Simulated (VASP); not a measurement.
Here is a VASP 6.6.1 calculation.

File INCAR:

```
SYSTEM = HfO2
  PREC = Accurate
  ENCUT = 520
  EDIFF = 1E-6
  ISMEAR = 0
  SIGMA = 0.02
  LREAL = .False.
  LASPH = .True.
  NELM = 60
  ALGO = Normal
  ISIF = 2
  LWAVE = .False.
  LCHARG = .True.
  GGA = PE
  LELF = .True.
  LVHAR = .True.
  NBANDS = 56
```

KPOINTS

```
regular mesh
0
Gamma
  4 6 6
  0 0 0
```

The input POSCAR:

```
HfO2
1.0
    5.2945362600      0.0000000000      0.0000000000
    0.0000000000      5.0697560561      0.0000000000
    0.0000000000      0.0000000000      5.1018666777
Hf O
4 8
Direct
    0.0325987208      0.2663012876      0.2399951589
    0.4674012792      0.2663012876      0.7399951589
    0.5325987208      0.7336987124      0.2399951589
    0.9674012792      0.7336987124      0.7399951589
    0.3654165442      0.0676074805      0.3831701564
    0.1345834558      0.0676074805      0.8831701564
    0.7292125282      0.4627986675      0.4898346847
    0.7707874718      0.4627986675      0.9898346847
    0.2707874718      0.5372013325      0.9898346847
    0.2292125282      0.5372013325      0.4898346847
    0.8654165442      0.9323925195      0.3831701564
    0.6345834558      0.9323925195      0.8831701564
```

Potentials or basis: VASP PAW PBE potentials, release 64 (Hf_pv, O).

Launch:

```console
$ cat potpaw_PBE.64/Hf_pv/POTCAR potpaw_PBE.64/O/POTCAR > POTCAR
$ mpirun -np 1 vasp_std > vasp.out
```

Question: What does it give for the pressure?

Answer: -3.2 GPa.

Question: Estimate the largest force.

Answer: 0.060 eV/Å.

Question: Estimate the band gap on the k mesh.

Answer: 4.32 eV, indirect (least direct gap 4.57 eV).

Stress tensor (GPa, compression positive):
```
-3.27  0.00  0.00
 0.00 -3.26  0.00
 0.00  0.00 -3.17
```

Caveat: spin-orbit coupling is left out, which moves the levels of the heavy elements. A k mesh can miss the band edges.
